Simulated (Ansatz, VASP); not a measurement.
# Ir: VASP beside Ansatz

The input INCAR:

```
SYSTEM = Ir
PREC     = Accurate       ! precision mode
ENCUT    = 520            ! plane-wave cutoff, eV
EDIFF    = 1E-6           ! SCF threshold, eV
ISMEAR   = 0              ! smearing method
SIGMA    = 0.013000000000000001 ! smearing width, eV
LREAL    = .False.        ! projectors in reciprocal space
LASPH    = .True.         ! aspherical terms in the spheres
NELM     = 80             ! most SCF steps
ALGO     = Fast           ! electronic algorithm
ISIF     = 2              ! what is computed and relaxed
LWAVE    = .False.        ! write WAVECAR
LCHARG   = .False.        ! write CHGCAR
GGA      = PE             ! functional
NBANDS   = 10             ! bands
```

Contents of KPOINTS:

```
regular mesh
0
Gamma
  12 12 12
  0 0 0
```

The input POSCAR:

```
Ir
1.0
    0.0000000000      1.9156000000      1.9156000000
    1.9156000000      0.0000000000      1.9156000000
    1.9156000000      1.9156000000      0.0000000000
Ir
1
Direct
    0.0000000000      0.0000000000      0.0000000000
```

File input.yaml:

```yaml
crystal:
  lattice:
    - [0.0, 1.9156, 1.9156]
    - [1.9156, 0.0, 1.9156]
    - [1.9156, 1.9156, 0.0]
  atoms:
    - { symbol: Ir, position: [0.0, 0.0, 0.0] }
kpoints:
  mp_grid: { grid: [12, 12, 12] }
scf:
  occupations: { method: gaussian, width: 0.013 }
hamiltonian:
  xc: pbe
  pseudopotentials: { kind: all_electron, lapw: { basis_error: 0.001 } }
output:
  forces: true
  stress: true
  eigenvalues: true
```

Alike in both runs: task single point; functional PBE; k mesh 12 × 12 × 12; occupations gaussian, width 0.013 eV; no spin polarisation.

|  | VASP | Ansatz |
| --- | --- | --- |
| version | VASP 6.6.1 | Ansatz 0.2.0 |
| potentials or method | VASP PAW PBE potentials, release 64 (Ir), cutoff 520 eV | all-electron LAPW, scalar-relativistic |

Ansatz gave:

- gap on the k mesh at the Fermi level (eV): none
- pressure (GPa): 11.0

Task: Which values does VASP return?

Result: gap on the k mesh at the Fermi level (eV): none; pressure (GPa): 11.6.

A gap of «none» marks a metal or a gap that the smearing closes. Ansatz ran all-electron here, and VASP with PAW potentials.

Neither program's run includes spin-orbit coupling.
